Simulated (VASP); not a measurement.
# Ti (P6_3/mmc) in VASP: single point with PBE

Aim: the single point of Ti with PBE.

Everything below comes from runs of VASP 6.6.1. Logs are shortened: lines on timing, memory, paths and dates and some standing lists are left out, and cuts for length are marked.

## 1. The cell of the first run

The structure is hexagonal, space group P6_3/mmc (No. 194). The conventional cell has a = 2.950 Å, b = 2.950 Å, c = 4.686 Å, α = 90.00°, β = 90.00°, γ = 120.00°. Ti (site symmetry -6m2) has 12 Ti at 2.90 to 2.95 Å within 3.8 Å.

## 2. Single point, PBE

The input, INCAR:

```
PREC = Accurate
ENCUT = 520
EDIFF = 1E-7
ISMEAR = -1
SIGMA = 0.05
LREAL = F
LASPH = T
NELM = 100
ALGO = Normal
ISIF = 2
LWAVE = F
LCHARG = F
GGA = PE
NBANDS = 19
```

The input, KPOINTS:

```
regular mesh
0
Gamma
  11 11 6
```

The input, POSCAR:

```
Ti
1.0
    2.9499978600      0.0000000000      0.0000000000
   -1.4749989300      2.5547730900      0.0000000000
    0.0000000000      0.0000000000      4.6860000000
Ti
2
Direct
    0.3333333300      0.6666666700      0.2500000000
    0.6666666700      0.3333333300      0.7500000000
```

Potentials or basis: VASP PAW PBE potentials, release 64 (Ti_sv).

Launch:

```console
> cat potpaw_PBE.64/Ti_sv/POTCAR > POTCAR
> mpirun -np 1 vasp_std > vasp.out
```

OUTCAR:

```text
PREC = Accurate
   ENCUT = 520
   EDIFF = 1E-7
   ISMEAR = -1
   LREAL = F
   LASPH = T
   NELM = 100
   ISIF = 2
   GGA = PE

 ion  position               nearest neighbor table
   1  0.333  0.667  0.250-   2 2.90   2 2.90   2 2.90   2 2.90   2 2.90   2 2.90
   2  0.667  0.333  0.750-   1 2.90   1 2.90   1 2.90   1 2.90   1 2.90   1 2.90

  LATTYP: Found a hexagonal cell.
 ALAT       =     2.9499978600
 C/A-ratio  =     1.5884757286

  Lattice vectors:

 A1 = (   2.9499978600,   0.0000000000,   0.0000000000)
 A2 = (  -1.4749989300,   2.5547730900,   0.0000000000)
 A3 = (   0.0000000000,   0.0000000000,   4.6860000000)

Analysis of symmetry for initial positions (statically):
=====================================================================
 Subroutine PRICEL returns:
 Original cell was already a primitive cell.

 Routine SETGRP: Setting up the symmetry group for a
 hexagonal supercell.

 Subroutine GETGRP returns: Found 24 space group operations
 (whereof 12 operations were pure point group operations)
 out of a pool of 24 trial point group operations.

The static configuration has the point symmetry D_3d.
 The point group associated with its full space group is D_6h.

Analysis of symmetry for dynamics (positions and initial velocities):
=====================================================================
 Subroutine PRICEL returns:
 Original cell was already a primitive cell.

 Routine SETGRP: Setting up the symmetry group for a
 hexagonal supercell.

 Subroutine GETGRP returns: Found 24 space group operations
 (whereof 12 operations were pure point group operations)
 out of a pool of 24 trial point group operations.

The dynamic configuration has the point symmetry D_3d.
 The point group associated with its full space group is D_6h.

 Subroutine INISYM returns: Found 24 space group operations
 (whereof 12 operations are pure point group operations),
 and found     1 'primitive' translations

----------------------------------------------------------------------------------------

                                     Primitive cell

  volume of cell :      35.3164

  direct lattice vectors                    reciprocal lattice vectors
     2.949997860  0.000000000  0.000000000     0.338983297  0.195712097  0.000000000
    -1.474998930  2.554773090  0.000000000     0.000000000  0.391424195  0.000000000
     0.000000000  0.000000000  4.686000000     0.000000000  0.000000000  0.213401622

  length of vectors
     2.949997860  2.949997862  4.686000000     0.391424195  0.391424195  0.213401622

  position of ions in fractional coordinates (direct lattice)
     0.333333330  0.666666670  0.250000000
     0.666666670  0.333333330  0.750000000

  ion indices of the primitive-cell ions
   primitive index   ion index
                 1           1
                 2           2

----------------------------------------------------------------------------------------

 KPOINTS: regular mesh

Automatic generation of k-mesh.
 Grid dimensions read from file:
 generate k-points for:   11   11    6

 Generating k-lattice:

  Cartesian coordinates                     Fractional coordinates (reciprocal lattice)
     0.030816663  0.017792009  0.000000000     0.090909091  0.000000000  0.000000000
     0.000000000  0.035584018  0.000000000     0.000000000  0.090909091  0.000000000
     0.000000000  0.000000000  0.035566937     0.000000000  0.000000000  0.166666667

  Length of vectors
     0.035584018  0.035584018  0.035566937

  Shift w.r.t. Gamma in fractional coordinates (k-lattice)
     0.000000000  0.000000000  0.000000000

 Subroutine IBZKPT returns following result:
 ===========================================

 Found     64 irreducible k-points:

 Following reciprocal coordinates:
            Coordinates               Weight
  0.000000  0.000000  0.000000      1.000000
  0.090909  0.000000  0.000000      6.000000
  0.181818  0.000000  0.000000      6.000000
  0.272727  0.000000  0.000000      6.000000
  0.363636  0.000000  0.000000      6.000000
  0.454545  0.000000  0.000000      6.000000
[... 16 lines left out ...]
  0.090909  0.090909  0.166667     12.000000
  0.181818  0.090909  0.166667     24.000000
 [... further k-points ...]
   k-points           NKPTS =     64   k-points in BZ     NKDIM =     64   number of bands    NBANDS=     19
   number of dos      NEDOS =    301   number of ions     NIONS =      2
   total plane-waves  NPLWV =  20736
   dimension x,y,z NGX =    24 NGY =   24 NGZ =   36
   dimension x,y,z NGXF=    48 NGYF=   48 NGZF=   72
   ions per type =               2
   NGX,Y,Z   is equivalent  to a cutoff of  13.53, 13.53, 12.77 a.u.
   NGXF,Y,Z  is equivalent  to a cutoff of  27.05, 27.05, 25.54 a.u.
 SYSTEM =  unknown system
   PREC   = accura    normal or accurate (medium, high low for compatibility)
   ISTART =      0    job   : 0-new  1-cont  2-samecut
   ICHARG =      2    charge: 1-file 2-atom 10-const
   ISPIN  =      1    spin polarized calculation?
   LNONCOLLINEAR =      F non collinear calculations
   LSORBIT =      F    spin-orbit coupling
   LASPH  =      T    aspherical Exc in radial PAW
   ENCUT  =  520.0 eV  38.22 Ry    6.18 a.u.   5.49  5.49  8.71*2*pi/ulx,y,z
   NELM   =    100;   NELMIN=  2; NELMDL= -5     # of ELM steps
   EDIFF  = 0.1E-06   stopping-criterion for ELM
   LREAL  =      F    real-space projection
   EDIFFG = 0.1E-05   stopping-criterion for IOM
   NSW    =      0    number of steps for IOM
   IBRION =     -1    ionic relax: 0-MD 1-quasi-New 2-CG
   NFREE  =      0    steps in history (QN), initial steepest desc. (CG)
   ISIF   =      2    stress and relaxation
   ISYM   =      2    0-nonsym 1-usesym 2-fastsym
   POTIM  = 0.5000    time-step for ionic-motion
   TEBEG  =    0.0;   TEEND  =   0.0 temperature during run
   PSTRESS=    0.0 pullay stress
   NELECT =      24.0000    total number of electrons
   NUPDOWN=      -1.0000    fix difference up-down
   EMIN   =  10.00;   EMAX   =-10.00  energy-range for DOS
   EFERMI =   0.00;   METHOD = LEGACY
   ISMEAR =    -1;   SIGMA  =   0.05  broadening in eV -4-tet -1-fermi 0-gaus
   EFERMI_NEDOS =   21; number of points for ismear=-14 and -15
   IALGO  =     38    algorithm
   IMIX   =      4    mixing-type and parameters
     AMIX     =   0.40;   BMIX     =  1.00
     AMIX_MAG =   1.60;   BMIX_MAG =  1.00
  volume/ion in A,a.u.               =      17.66       119.16
  Fermi-wavevector in a.u.,A,eV,Ry     =   1.439306  2.719894 28.185853  2.071602
  Thomas-Fermi vector in A             =   2.558176
   LORBIT       =      0    0 simple, 1 ext, 2 COOP (PROOUT), +10 PAW based schemes
   GGA     = PE    functional components
   LHFCALC =     F    Hartree Fock is set to
   AEXX    =    0.0000 exact exchange contribution
   IVDW    =     0    specifies the selected vdW correction
   LEPSILON=     F    determine dielectric tensor
   LRPA    =     F    only Hartree local field effects (RPA)
 non-spin polarized calculation
  energy-cutoff  :      520.00
  volume of cell :       35.32
 maximum number of plane-waves:       974
 NGX is ok and might be reduce to    24
   NGX = 11   NGY = 11   NGZ = 17

 number of electron      24.0000001 magnetization

 Free energy of the ion-electron system (eV)
  ---------------------------------------------------
  ext. energy  EPLUGINS =         0.00000000
  ---------------------------------------------------
  free energy    TOTEN  =       -15.67541148 eV

  energy without entropy =      -15.65567992  energy(sigma->0) =      -15.66554570

 E-fermi :   8.1651     XC(G=0): -11.4198

 val. band max:        8.1598700150   @ k =   0.0909   0.0000   0.1667
 cond. band min:       8.1938410288   @ k =   0.0909   0.0909   0.0000
 fundamental gap:      0.0339710138
 Fermi energy:         8.1650814608

 k-point     1 :       0.0000    0.0000    0.0000
  band No.  band energies     occupation
      1     -48.7259      2.00000
      2     -48.5996      2.00000
      3     -25.2921      2.00000
      4     -24.6829      2.00000
      5     -24.6829      2.00000
      6     -24.6252      2.00000
[... 11 lines left out ...]
     18       9.7699      0.00000
     19      11.2506      0.00000

 k-point     2 :       0.0909    0.0000    0.0000
  band No.  band energies     occupation
      1     -48.7184      2.00000
      2     -48.5965      2.00000
      3     -25.2750      2.00000
      4     -24.7180      2.00000
      5     -24.6945      2.00000
      6     -24.6324      2.00000
[... 11 lines left out ...]
     18       9.6473      0.00000
     19      11.3145      0.00000

 k-point     3 :       0.1818    0.0000    0.0000
  band No.  band energies     occupation
      1     -48.6975      2.00000
      2     -48.5888      2.00000
      3     -25.2267      2.00000
      4     -24.8129      2.00000
      5     -24.7247      2.00000
      6     -24.7208      2.00000
[... 11 lines left out ...]
     18       9.9515      0.00000
     19      11.4411      0.00000

 k-point     4 :       0.2727    0.0000    0.0000
  band No.  band energies     occupation
      1     -48.6687      2.00000
      2     -48.5802      2.00000
      3     -25.1557      2.00000
      4     -24.9386      2.00000
      5     -24.8414      2.00000
      6     -24.7626      2.00000
[... 11 lines left out ...]
     18      10.5248      0.00000
     19      11.5501      0.00000

 k-point     5 :       0.3636    0.0000    0.0000
  band No.  band energies     occupation
      1     -48.6395      2.00000
      2     -48.5749      2.00000
      3     -25.0761      2.00000
      4     -25.0549      2.00000
      5     -24.9482      2.00000
      6     -24.7961      2.00000
[... 11 lines left out ...]
     18      11.1339      0.00000
     19      11.6174      0.00000

 k-point     6 :       0.4545    0.0000    0.0000
  band No.  band energies     occupation
      1     -48.6191      2.00000
      2     -48.5746      2.00000
      3     -25.1241      2.00000
      4     -25.0134      2.00000
      5     -25.0102      2.00000
      6     -24.8157      2.00000
[... 11 lines left out ...]
     18      11.6473      0.00000
     19      12.0715      0.00000

 k-point     7 :       0.0909    0.0909    0.0000
  band No.  band energies     occupation
      1     -48.7042      2.00000
      2     -48.5912      2.00000
      3     -25.2423      2.00000
      4     -24.7751      2.00000
      5     -24.7353      2.00000
      6     -24.6738      2.00000
[... 11 lines left out ...]
     18       9.8662      0.00000
     19      11.3885      0.00000

 k-point     8 :       0.1818    0.0909    0.0000
  band No.  band energies     occupation
      1     -48.6793      2.00000
      2     -48.5831      2.00000
      3     -25.1824      2.00000
      4     -24.8763      2.00000
      5     -24.8220      2.00000
      6     -24.7307      2.00000
[... 256 lines left out ...]
 k-point    20 :       0.2727    0.0000    0.1667
  band No.  band energies     occupation
      1     -48.6628      2.00000
      2     -48.5862      2.00000
      3     -25.1484      2.00000
      4     -24.9182      2.00000
      5     -24.8713      2.00000
      6     -24.7535      2.00000
[... 11 lines left out ...]
     18      10.4543      0.00000
     19      11.4768      0.00000

 k-point    21 :       0.3636    0.0000    0.1667
  band No.  band energies     occupation
      1     -48.6351      2.00000
      2     -48.5792      2.00000
      3     -25.1342      2.00000
      4     -25.0045      2.00000
      5     -24.9500      2.00000
      6     -24.7861      2.00000
[... 11 lines left out ...]
     18      11.0132      0.00000
     19      11.5451      0.00000

 k-point    22 :       0.4545    0.0000    0.1667
  band No.  band energies     occupation
      1     -48.6161      2.00000
      2     -48.5776      2.00000
      3     -25.1665      2.00000
      4     -25.0538      2.00000
      5     -24.9456      2.00000
      6     -24.8051      2.00000
[... 11 lines left out ...]
     18      11.6321      0.00000
     19      11.8804      0.00000

 k-point    23 :       0.0909    0.0909    0.1667
  band No.  band energies     occupation
      1     -48.6967      2.00000
      2     -48.5988      2.00000
      3     -25.2084      2.00000
      4     -24.7644      2.00000
      5     -24.7502      2.00000
      6     -24.7051      2.00000
[... 11 lines left out ...]
     18      10.0134      0.00000
     19      11.3587      0.00000

 k-point    24 :       0.1818    0.0909    0.1667
  band No.  band energies     occupation
      1     -48.6729      2.00000
      2     -48.5895      2.00000
      3     -25.1638      2.00000
      4     -24.8655      2.00000
      5     -24.8380      2.00000
      6     -24.7437      2.00000
[... 11 lines left out ...]
     18      10.4135      0.00000
     19      11.4247      0.00000

 [... further k-points ...]

------------------------ aborting loop because EDIFF is reached ----------------------------------------

  FORCE on cell =-STRESS in cart. coord.  units (eV):
  Direction    XX          YY          ZZ          XY          YZ          ZX
  --------------------------------------------------------------------------------------
  -------------------------------------------------------------------------------------
  Total       -0.3874458     -0.3874458     -0.4560147     -0.0000000      0.0000000      0.0000000
  in kB      -17.5770195    -17.5770195    -20.6877440     -0.0000000      0.0000000      0.0000000
  external PRESSURE =     -18.6139276 kB  Pullay stress =       0.0000000 kB

 VOLUME and BASIS-vectors are now :
 -----------------------------------------------------------------------------
  energy-cutoff  :      520.00
  volume of cell :       35.32
      direct lattice vectors                 reciprocal lattice vectors
     2.949997860  0.000000000  0.000000000     0.338983297  0.195712097  0.000000000
    -1.474998930  2.554773090  0.000000000     0.000000000  0.391424195  0.000000000
     0.000000000  0.000000000  4.686000000     0.000000000  0.000000000  0.213401622

 POSITION                                       TOTAL-FORCE (eV/Angst)
 -----------------------------------------------------------------------------------
     -0.00000      1.70318      1.17150         0.000000      0.000000      0.000000
      1.47500      0.85159      3.51450        -0.000000     -0.000000      0.000000
 -----------------------------------------------------------------------------------
    total drift:                               -0.000009      0.000005     -0.000000

  FREE ENERGIE OF THE ION-ELECTRON SYSTEM (eV)
  ---------------------------------------------------
  free  energy   TOTEN  =       -15.6754114848 eV

  energy  without entropy=      -15.6556799201  energy(sigma->0) =      -15.66554570
```

Wall time 23 s (1 thread of Intel Xeon Platinum 8488C (Sapphire Rapids), shared host); peak memory 0.17 GiB.

What came out:

* Free energy: -15.6754 eV
* Pressure: -1.9 GPa
* Band gap on the k mesh: zero (bands 12 and 13 overlap by 1.01 eV)

Levels at points of the mesh, in eV from the Fermi level:
```csv
k point,band 10,band 11,band 12,band 13,band 14,band 15
"(0.00, 0.00, 0.00)",-2.65,0.70,0.76,0.76,0.85,1.25
"(0.00, 0.00, 0.50)",-4.34,0.07,0.07,0.68,0.68,0.68
```
